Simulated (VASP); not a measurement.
**Rh: single point with PBEsol**

Crystal: Rh.

```
CELL_PARAMETERS angstrom
2.68796 0.00000 0.00000
-1.34398 2.32784 0.00000
0.00000 0.00000 4.50556
ATOMIC_POSITIONS crystal
Rh 0.66667 0.33333 0.75000
Rh 0.33333 0.66667 0.25000
```

This isn't the form of Rh at room conditions, which is fcc.

```json
{
 "Program": "VASP 6.6.1",
 "Task": "single point",
 "Functional": "PBEsol",
 "Potentials or basis": "VASP PAW PBE potentials, release 64 (Rh_pv)",
 "Cutoff": "520 eV",
 "k mesh": "21 × 21 × 12",
 "Occupations": "gaussian, width 0.15 eV",
 "Spin": "no spin polarisation",
 "Dipole correction": "no",
 "Further INCAR settings": "ALGO = Fast; EDIFF = 1e-06; NBANDS = 22"
}
```

```yaml
Pressure: -10.0 GPa
Band_gap_on_the_k_mesh: zero (bands 15 and 16 overlap by 2.36 eV)
```

Stress tensor (GPa, compression positive):
```
 -6.83   0.00   0.00
  0.00  -6.83   0.00
  0.00   0.00 -16.42
```

Levels at points of the mesh, in eV from the Fermi level:
| k point | band 13 | band 14 | band 15 | band 16 | band 17 | band 18 |
| --- | --- | --- | --- | --- | --- | --- |
| (0.00, 0.00, 0.00) | -2.46 | -1.58 | -1.58 | 0.18 | 0.18 | 0.36 |
| (0.00, 0.00, 0.50) | -2.95 | -2.95 | -0.38 | -0.38 | -0.38 | -0.38 |

Run time: 5.5 min on 1 thread of AMD EPYC 7571 (shared host), peak memory 0.23 GiB.

Caveat: the stress differs along the axes, from -16 to -7 GPa; the PAW data sets were made with another functional, which shifts forces and pressure a little.
